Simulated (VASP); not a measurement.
A run of VASP 6.6.1 is set up as follows.

The input INCAR:

```
SYSTEM = SiMo6
ALGO = Normal
EDIFF = 1E-6
EDIFFG = -0.01
ENCUT = 600
GGA = PE
IBRION = 2
ISIF = 3
ISMEAR = 0
LASPH = .TRUE.
LCHARG = .FALSE.
LREAL = .FALSE.
LWAVE = .FALSE.
NELM = 100
NSW = 100
PREC = Accurate
SIGMA = 0.1
```

File KPOINTS:

```
k-points
0
G
  6 6 6
  0 0 0
```

POSCAR

```
SiMo6
1.0
    6.0125181565      0.0000000000      0.0000000000
    0.0000000000      6.0125181565      0.0000000000
    0.0000000000      0.0000000000      6.0125181565
Si Mo
1 6
Direct
    0.0000000000      0.0000000000      0.0000000000
    0.5000000000      0.5000000000      0.2002276157
    0.5000000000      0.5000000000      0.7997723843
    0.2002276157      0.5000000000      0.5000000000
    0.7997723843      0.5000000000      0.5000000000
    0.5000000000      0.2002276157      0.5000000000
    0.5000000000      0.7997723843      0.5000000000
```

Potentials or basis: VASP PAW PBE potentials, release 64 (Si, Mo_sv).

Launch:

```sh
$ cat potpaw_PBE.64/Si/POTCAR potpaw_PBE.64/Mo_sv/POTCAR > POTCAR
$ mpirun -np 1 vasp_std > vasp.out
```

Question: Predict the band gap on the k mesh.

Answer: Zero (band 44 reaches 3.66 eV, above the bottom of band 45 at 3.08 eV).

Question: What does it give for the relaxed cell?

Answer: a = 6.024 Å, b = 6.024 Å, c = 6.024 Å, α = 90.00°, β = 90.00°, γ = 90.00°.

Forces on the atoms (eV/Å):
```
Si   0.000  0.000  0.000
Mo   0.000  0.000  0.008
Mo   0.000  0.000 -0.008
Mo   0.008  0.000  0.000
Mo  -0.008  0.000  0.000
Mo   0.000  0.008  0.000
Mo   0.000 -0.008  0.000
```
